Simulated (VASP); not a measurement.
Ge16N (a cell with a defect): single point with PBEsol

The system is Ge16N (a cell with a defect).

```
Ge N
1.0
     0.00000    5.66000    5.66000
     5.66000    0.00000    5.66000
     5.66000    5.66000    0.00000
Ge N
16 1
Direct
  0.98397 0.99250 0.91875
  0.07748 0.15478 0.04096
  0.90396 0.16966 0.41265
  0.23180 0.89316 0.62975
  0.03376 0.51940 0.88931
  0.94671 0.65337 0.21481
  0.16986 0.34313 0.51813
  0.06332 0.77053 0.51961
  0.40292 0.95404 0.07828
  0.61902 0.17266 0.10063
  0.59805 0.93296 0.48976
  0.53536 0.16183 0.68301
  0.38758 0.61256 0.03428
  0.74053 0.60057 0.16896
  0.44722 0.58978 0.51086
  0.79001 0.56830 0.67557
  0.16981 0.24774 0.37092
```

```json
{
 "Program": "VASP 6.6.1",
 "Task": "single point",
 "Functional": "PBEsol",
 "Potentials or basis": "VASP PAW PBE potentials, release 64 (Ge_d, N)",
 "Cutoff": "520 eV",
 "k mesh": "2 × 2 × 2",
 "Occupations": "fermi-dirac, width 0.05 eV",
 "Spin": "no spin polarisation"
}
```

```yaml
Pressure: 0.2 GPa
Largest_force: 5.209 eV/Å
Band_gap_on_the_k_mesh: zero (an odd number of electrons rules out a gap without spin polarisation)
```

Forces in eV/Å, atoms in the order of the input:
```
Ge   0.842  0.149 -0.400
Ge   0.352 -0.683 -0.588
Ge   0.017  0.189  0.807
Ge  -0.060 -0.210  1.581
Ge  -0.671 -0.462  0.781
Ge   1.427  3.444  3.638
Ge   2.535  1.722  1.000
Ge  -0.406 -0.348  0.064
Ge  -1.036  1.304  0.731
Ge   0.278 -0.279 -0.778
Ge   0.433 -0.103  0.247
Ge  -0.006 -0.508  0.026
Ge   0.107 -0.018  0.174
Ge  -0.194 -3.322 -3.906
Ge  -0.738  0.566 -0.713
Ge   0.264  0.057 -0.012
N   -3.146 -1.498 -2.653
```

Stress tensor (GPa, compression positive):
```
 2.41  1.02 -0.12
 1.02 -0.66  2.83
-0.12  2.83 -1.16
```

Levels at points of the mesh, in eV from the Fermi level:
| k point | band 112 | band 113 | band 114 | band 115 | band 116 | band 117 |
| --- | --- | --- | --- | --- | --- | --- |
| (0.00, 0.00, 0.00) | -0.62 | -0.48 | -0.31 | -0.26 | 0.10 | 0.15 |
| (0.50, 0.00, 0.00) | -0.66 | -0.57 | -0.46 | 0.08 | 0.46 | 0.52 |
| (0.00, 0.50, 0.00) | -0.86 | -0.63 | -0.18 | 0.12 | 0.30 | 0.56 |
| (0.00, 0.00, 0.50) | -0.91 | -0.69 | -0.42 | -0.15 | 0.02 | 0.44 |
| (0.50, 0.50, 0.50) | -0.74 | -0.64 | -0.32 | 0.09 | 0.22 | 0.39 |
| (0.50, 0.50, 0.00) | -0.88 | -0.37 | -0.22 | 0.10 | 0.24 | 0.44 |
| (0.00, 0.50, 0.50) | -0.72 | -0.57 | -0.31 | -0.20 | 0.30 | 0.48 |
| (0.50, 0.00, 0.50) | -0.80 | -0.52 | -0.31 | 0.21 | 0.35 | 0.49 |

Run time: 32 min on 1 thread of Oxide Virtual Turin-like Processor, on a shared host, peak memory 0.58 GiB.

Caveat: the k points lie up to 0.48 Å⁻¹ apart, too coarse for converged energies and pressures of a metal; the atoms stand as in a frame of molecular dynamics; the PAW data sets were made with another functional, which shifts forces and pressure a little; an odd number of electrons without spin polarisation forces a metal; a magnetic or distorted state may lie lower.
